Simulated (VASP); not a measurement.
# V (P6_3/mmc) in VASP: electric field gradients with PBE

Aim: the electric field gradients of V with PBE.

All numbers are computed with VASP 6.6.1; they aren't measurements. Logs are shortened: lines on timing, memory, paths and dates and some standing lists are left out, and cuts for length are marked.

## Step 1: The cell of the first run

The structure is hexagonal, space group P6_3/mmc (No. 194). Conventional cell: a = 2.586 Å, b = 2.586 Å, c = 4.641 Å, α = 90.00°, β = 90.00°, γ = 120.00°. V (site symmetry -6m2) has 12 V at 2.59 to 2.76 Å within 3.4 Å.

This isn't the form of V at room conditions, which is bcc.

## Step 2: Electric field gradients, PBE, collinear spin, ferromagnetic start (13.44 Å³/atom)

Contents of INCAR:

```
ALGO     = Normal         # electronic algorithm
EDIFF    = 1E-8           # SCF threshold, eV
ENCUT    = 520            # plane-wave cutoff, eV
GGA      = PE             # functional
ISIF     = 2              # what is computed and relaxed
ISMEAR   = -1             # smearing method
ISPIN    = 2              # spin polarisation
LASPH    = True           # aspherical terms in the spheres
LCHARG   = False          # write CHGCAR
LEFG     = True         
LMAXMIX  = 4              # l up to which the mixer works
LORBIT   = 11             # projections on sites
LREAL    = False          # projectors in reciprocal space
LWAVE    = False          # write WAVECAR
MAGMOM   = 1.5 1.5        # initial moments
NBANDS   = 24             # bands
NELM     = 150            # most SCF steps
PREC     = Accurate       # precision mode
SIGMA    = 0.08           # smearing width, eV
```

Contents of KPOINTS:

```
k-points
0
Gamma
  18 18 10
```

Contents of POSCAR:

```
V
1.0
    2.5861311384      0.0000000000      0.0000000000
   -1.2930655692      2.2396552633      0.0000000000
    0.0000000000      0.0000000000      4.6405480631
V
2
Direct
    0.3333333333      0.6666666667      0.2500000000
    0.6666666667      0.3333333333      0.7500000000
```

Potentials or basis: VASP PAW PBE potentials, release 64 (V_sv).

Started as:

```sh
> cat potpaw_PBE.64/V_sv/POTCAR > POTCAR
> mpirun -np 1 vasp_std > vasp.out
```

OUTCAR:

```text
EDIFF = 1E-8
   ENCUT = 520
   GGA = PE
   ISIF = 2
   ISMEAR = -1
   ISPIN = 2
   LASPH = True
   LORBIT = 11
   LREAL = False
   NELM = 150
   PREC = Accurate

 ion  position               nearest neighbor table
   1  0.333  0.667  0.250-   2 2.76   2 2.76   2 2.76   2 2.76   2 2.76   2 2.76
   2  0.667  0.333  0.750-   1 2.76   1 2.76   1 2.76   1 2.76   1 2.76   1 2.76

  LATTYP: Found a hexagonal cell.
 ALAT       =     2.5861311384
 C/A-ratio  =     1.7943978146

  Lattice vectors:

 A1 = (   2.5861311384,   0.0000000000,   0.0000000000)
 A2 = (  -1.2930655692,   2.2396552633,   0.0000000000)
 A3 = (   0.0000000000,   0.0000000000,   4.6405480631)

Analysis of symmetry for initial positions (statically):
=====================================================================
 Subroutine PRICEL returns:
 Original cell was already a primitive cell.

 Routine SETGRP: Setting up the symmetry group for a
 hexagonal supercell.

 Subroutine GETGRP returns: Found 24 space group operations
 (whereof 12 operations were pure point group operations)
 out of a pool of 24 trial point group operations.

The static configuration has the point symmetry D_3d.
 The point group associated with its full space group is D_6h.

Analysis of symmetry for dynamics (positions and initial velocities):
=====================================================================
 Subroutine PRICEL returns:
 Original cell was already a primitive cell.

 Routine SETGRP: Setting up the symmetry group for a
 hexagonal supercell.

 Subroutine GETGRP returns: Found 24 space group operations
 (whereof 12 operations were pure point group operations)
 out of a pool of 24 trial point group operations.

The dynamic configuration has the point symmetry D_3d.
 The point group associated with its full space group is D_6h.

Analysis of structural, dynamic, and magnetic symmetry:
=====================================================================
 Subroutine PRICEL returns:
 Original cell was already a primitive cell.

 Routine SETGRP: Setting up the symmetry group for a
 hexagonal supercell.

 Subroutine GETGRP returns: Found 24 space group operations
 (whereof 12 operations were pure point group operations)
 out of a pool of 24 trial point group operations.

The overall configuration has the point symmetry D_3d.
 The point group associated with its full space group is D_6h.

 Subroutine INISYM returns: Found 24 space group operations
 (whereof 12 operations are pure point group operations),
 and found     1 'primitive' translations

----------------------------------------------------------------------------------------

                                     Primitive cell

  volume of cell :      26.8783

  direct lattice vectors                    reciprocal lattice vectors
     2.586131138  0.000000000  0.000000000     0.386677994  0.223248644  0.000000000
    -1.293065569  2.239655263  0.000000000     0.000000000  0.446497288  0.000000000
     0.000000000  0.000000000  4.640548063     0.000000000  0.000000000  0.215491788

  length of vectors
     2.586131138  2.586131138  4.640548063     0.446497287  0.446497288  0.215491788

  position of ions in fractional coordinates (direct lattice)
     0.333333333  0.666666667  0.250000000
     0.666666667  0.333333333  0.750000000

  ion indices of the primitive-cell ions
   primitive index   ion index
                 1           1
                 2           2

----------------------------------------------------------------------------------------

 KPOINTS: k-points

Automatic generation of k-mesh.
 Grid dimensions read from file:
 generate k-points for:   18   18   10

 Generating k-lattice:

  Cartesian coordinates                     Fractional coordinates (reciprocal lattice)
     0.021482111  0.012402702  0.000000000     0.055555556  0.000000000  0.000000000
[... 62 lines left out ...]
   NSW    =      0    number of steps for IOM
   IBRION =     -1    ionic relax: 0-MD 1-quasi-New 2-CG
   NFREE  =      0    steps in history (QN), initial steepest desc. (CG)
   ISIF   =      2    stress and relaxation
   ISYM   =      2    0-nonsym 1-usesym 2-fastsym
   POTIM  = 0.5000    time-step for ionic-motion
   TEBEG  =    0.0;   TEEND  =   0.0 temperature during run
   PSTRESS=    0.0 pullay stress
   NELECT =      26.0000    total number of electrons
   NUPDOWN=      -1.0000    fix difference up-down
   EMIN   =  10.00;   EMAX   =-10.00  energy-range for DOS
   EFERMI =   0.00;   METHOD = LEGACY
   ISMEAR =    -1;   SIGMA  =   0.08  broadening in eV -4-tet -1-fermi 0-gaus
   EFERMI_NEDOS =   21; number of points for ismear=-14 and -15
   IALGO  =     38    algorithm
   IMIX   =      4    mixing-type and parameters
     AMIX     =   0.40;   BMIX     =  1.00
     AMIX_MAG =   1.60;   BMIX_MAG =  1.00
  volume/ion in A,a.u.               =      13.44        90.69
  Fermi-wavevector in a.u.,A,eV,Ry     =   1.619070  3.059599 35.666143  2.621388
  Thomas-Fermi vector in A             =   2.713231
   LORBIT       =     11    0 simple, 1 ext, 2 COOP (PROOUT), +10 PAW based schemes
   GGA     = PE    functional components
   LHFCALC =     F    Hartree Fock is set to
   AEXX    =    0.0000 exact exchange contribution
   IVDW    =     0    specifies the selected vdW correction
   LEPSILON=     F    determine dielectric tensor
   LRPA    =     F    only Hartree local field effects (RPA)
 spin polarized calculation
  energy-cutoff  :      520.00
  volume of cell :       26.88
 maximum number of plane-waves:       736
 NGX is ok and might be reduce to    20
   NGX =  9   NGY =  9   NGZ = 17

 number of electron      26.0000011 magnetization       0.0000023

 number of electron      26.0000011 magnetization      -0.0000053

 Free energy of the ion-electron system (eV)
  ---------------------------------------------------
  ext. energy  EPLUGINS =         0.00000000
  ---------------------------------------------------
  free energy    TOTEN  =       -17.50016116 eV

  energy without entropy =      -17.42821772  energy(sigma->0) =      -17.46418944

 E-fermi :  10.1017     XC(G=0): -12.9008

 val. band max:       10.1003113455   @ k =   0.4444   0.1111   0.2000
 cond. band min:      10.1050834139   @ k =   0.2778  -0.0000   0.5000
 fundamental gap:      0.0047720684
 Fermi energy:        10.1017163045

 spin component 1

 k-point     1 :       0.0000    0.0000    0.0000
  band No.  band energies     occupation
      1     -53.9035      1.00000
      2     -53.7758      1.00000
      3     -28.0378      1.00000
      4     -27.3143      1.00000
      5     -27.2031      1.00000
      6     -27.2031      1.00000
[... 637 lines left out ...]
     23      23.8058      0.00000
     24      23.8297      0.00000

 [... further k-points ...]

 spin component 2

 k-point     1 :       0.0000    0.0000    0.0000
  band No.  band energies     occupation
      1     -53.9035      1.00000
      2     -53.7758      1.00000
      3     -28.0378      1.00000
      4     -27.3143      1.00000
      5     -27.2031      1.00000
      6     -27.2031      1.00000
[... 637 lines left out ...]
     23      23.8057      0.00000
     24      23.8297      0.00000

 [... further k-points ...]

------------------------ aborting loop because EDIFF is reached ----------------------------------------

  FORCE on cell =-STRESS in cart. coord.  units (eV):
  Direction    XX          YY          ZZ          XY          YZ          ZX
  --------------------------------------------------------------------------------------
  -------------------------------------------------------------------------------------
  Total        0.9750525      0.9750525      0.9715869      0.0000000      0.0000000     -0.0000000
  in kB       58.1216061     58.1216061     57.9150230      0.0000000      0.0000000     -0.0000000
  external PRESSURE =      58.0527451 kB  Pullay stress =       0.0000000 kB

 VOLUME and BASIS-vectors are now :
 -----------------------------------------------------------------------------
  energy-cutoff  :      520.00
  volume of cell :       26.88
      direct lattice vectors                 reciprocal lattice vectors
     2.586131138  0.000000000  0.000000000     0.386677994  0.223248644  0.000000000
    -1.293065569  2.239655263  0.000000000     0.000000000  0.446497288  0.000000000
     0.000000000  0.000000000  4.640548063     0.000000000  0.000000000  0.215491788

 POSITION                                       TOTAL-FORCE (eV/Angst)
 -----------------------------------------------------------------------------------
     -0.00000      1.49310      1.16014         0.000000     -0.000000      0.000000
      1.29307      0.74655      3.48041        -0.000000      0.000000      0.000000
 -----------------------------------------------------------------------------------
    total drift:                               -0.000000      0.000000     -0.000000

  FREE ENERGIE OF THE ION-ELECTRON SYSTEM (eV)
  ---------------------------------------------------
  free  energy   TOTEN  =       -17.5001611645 eV

  energy  without entropy=      -17.4282177222  energy(sigma->0) =      -17.46418944

 Electric field gradients (V/A^2)
---------------------------------------------------------------------
 ion       V_xx      V_yy      V_zz      V_xy      V_xz      V_yz
---------------------------------------------------------------------
   1       5.148     5.146   -10.294    -0.002     0.000    -0.000
   2       5.148     5.146   -10.294    -0.002    -0.000     0.000
---------------------------------------------------------------------

 Electric field gradients after diagonalization (V/A^2)
 (convention: |V_zz| > |V_xx| > |V_yy|)
----------------------------------------------------------------------
 ion       V_xx      V_yy      V_zz     asymmetry (V_yy - V_xx)/ V_zz
----------------------------------------------------------------------
   1       5.149     5.145   -10.294       0.000
   2       5.149     5.145   -10.294       0.000
----------------------------------------------------------------------

           NMR quadrupolar parameters

 Cq : quadrupolar parameter    Cq=e*Q*V_zz/h
 eta: asymmetry parameters     (V_yy - V_xx)/ V_zz
 Q  : nuclear electric quadrupole moment in mb (millibarn)
----------------------------------------------------------------------
 ion       Cq(MHz)       eta       Q (mb)
----------------------------------------------------------------------
   1      -0.025       0.000       1.000
   2      -0.025       0.000       1.000
----------------------------------------------------------------------

 total charge

# of ion       s       p       d       tot
------------------------------------------
    1        2.352   6.221   3.104  11.677
    2        2.352   6.221   3.104  11.677
--------------------------------------------------
tot          4.704  12.442   6.208  23.354

 magnetization (x)

# of ion       s       p       d       tot
------------------------------------------
    1       -0.000  -0.000  -0.000  -0.000
    2       -0.000  -0.000  -0.000  -0.000
--------------------------------------------------
tot         -0.000  -0.000  -0.000  -0.000
```

It took 3.1 min on 1 thread of Intel Xeon 6975P-C (Granite Rapids), shared host; peak memory 0.29 GiB.

Results:

```
Free energy                                           : -17.5002 eV
Pressure                                              : 5.8 GPa
Band gap on the k mesh                                : zero (filled and empty bands overlap)
Net moment                                            : 0.00 μB per cell
Largest electric field gradient by atom               : V -10.3 V/Å²
Valence electrons inside the program's atomic spheres : V 11.68
```

Electric field gradients, principal values (V/Å²):
| atom | least | middle | greatest (by size) |
| --- | --- | --- | --- |
| 1 V | 5.145 | 5.149 | -10.294 |
| 2 V | 5.145 | 5.149 | -10.294 |

Caveat: the cell stands under pressure; without QUAD_EFG the Cq values of the log hold for a quadrupole moment of 1 mb, not for the nuclei.
